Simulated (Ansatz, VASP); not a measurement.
# One calculation of Ag, two programs

File INCAR:

```
PREC = Accurate ; ENCUT = 520
EDIFF = 1E-7 ; ISMEAR = 0
SIGMA = 0.15 ; LREAL = F
LASPH = T ; NELM = 100
ALGO = Fast ; ISIF = 2
LWAVE = F ; LCHARG = F
GGA = PS ; NBANDS = 18
```

The input KPOINTS:

```
regular mesh
0
Gamma
  22 22 14
```

File POSCAR:

```
Ag
1.0
   -1.6125573273      1.6125573273      1.6125573273
    1.6125573273     -1.6125573273      1.6125573273
    3.2251146547      3.2251146547      0.0000000000
Ag
2
Direct
   -0.0438500244      0.0438500244      0.0000000000
    0.5438500244      0.4561499756      0.5000000000
```

Input for Ansatz:

```yaml
crystal:
  lattice:
    - [-1.6125573273, 1.6125573273, 1.6125573273]
    - [1.6125573273, -1.6125573273, 1.6125573273]
    - [3.2251146547, 3.2251146547, 0.0]
  atoms:
    - { symbol: Ag, position: [-0.0438500244, 0.0438500244, 0.0] }
    - { symbol: Ag, position: [0.5438500244, 0.4561499756, 0.5] }
basis:
  ecutwfc: 420
kpoints:
  mp_grid: { grid: [22, 22, 14] }
hamiltonian:
  xc: pbesol
scf:
  occupations: { method: gaussian, width: 0.15 }
output:
  forces: true
  stress: true
  eigenvalues: true
```

Change from the starting cell: mode 1 (-24.9 1/cm) frozen in, largest displacement -0.200 Å.

Alike in both runs: task single point; functional PBEsol; k mesh 22 × 22 × 14; occupations gaussian, width 0.15 eV; no spin polarisation.

```csv
,VASP,Ansatz
version,VASP 6.6.1,Ansatz 0.2.0
potentials or method,"VASP PAW PBE potentials, release 64 (Ag), cutoff 520 eV","scalar-relativistic, plane waves, PAW"
valence electrons in the cell,22,38
```

Ansatz gave:

* gap on the k mesh at the Fermi level (eV): none
* pressure (GPa): 0.2
* traceless stress, the component that is largest in VASP (GPa): -1.05
* rms of the force components (eV/Å): 0.010

Estimate VASP's values.

gap on the k mesh at the Fermi level (eV): none; pressure (GPa): 0.0; traceless stress, the component that is largest in VASP (GPa): -1.04; rms of the force components (eV/Å): 0.009.

VASP's potentials were made for PBE, not for PBEsol. Atom by atom the forces differ by 0.000 eV/Å (rms over components). A gap of «none» marks a metal or a gap that the smearing closes. VASP's potentials hold 22 valence electrons a cell and Ansatz's 38, so a difference there can come from the potentials and not from the codes.
